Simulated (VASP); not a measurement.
Here is a VASP 6.6.1 calculation.

The input INCAR:

```
SYSTEM = BN
PREC = Accurate
ENCUT = 600
EDIFF = 1E-8
ISMEAR = 0
SIGMA = 0.01
LREAL = .False.
LASPH = .True.
NELM = 120
ALGO = Normal
ISIF = 2
LWAVE = .False.
LCHARG = .False.
GGA = PE
IBRION = 8
NSW = 1
GGA_COMPAT = .False.
```

KPOINTS

```
Automatic mesh
0
Gamma
  12 12 4
  0 0 0
```

The input POSCAR:

```
BN
1.0
    2.5040000000      0.0000000000      0.0000000000
   -1.2520000000      2.1685276111      0.0000000000
    0.0000000000      0.0000000000      6.6610000000
B N
2 2
Direct
    0.3333333333      0.6666666667      0.2500000000
    0.6666666667      0.3333333333      0.7500000000
    0.6666666667      0.3333333333      0.2500000000
    0.3333333333      0.6666666667      0.7500000000
```

Potentials or basis: VASP PAW PBE potentials, release 64 (B, N).

Launch:

```sh
$ cat potpaw_PBE.64/B/POTCAR potpaw_PBE.64/N/POTCAR > POTCAR
$ mpirun -np 1 vasp_std > vasp.out
```

Task: Predict the highest phonon frequency at Γ, LO-TO splitting left out.

Result: 1358 cm⁻¹.

Phonon frequencies in cm⁻¹ (negative: imaginary):
| q point | frequencies |
| --- | --- |
| (0.000, 0.000, 0.000) | 0 0 0 44 44 119 745 796 1358 1358 1358 1358 |

Caveat: the cell wasn't relaxed at this level first, which shifts response properties.
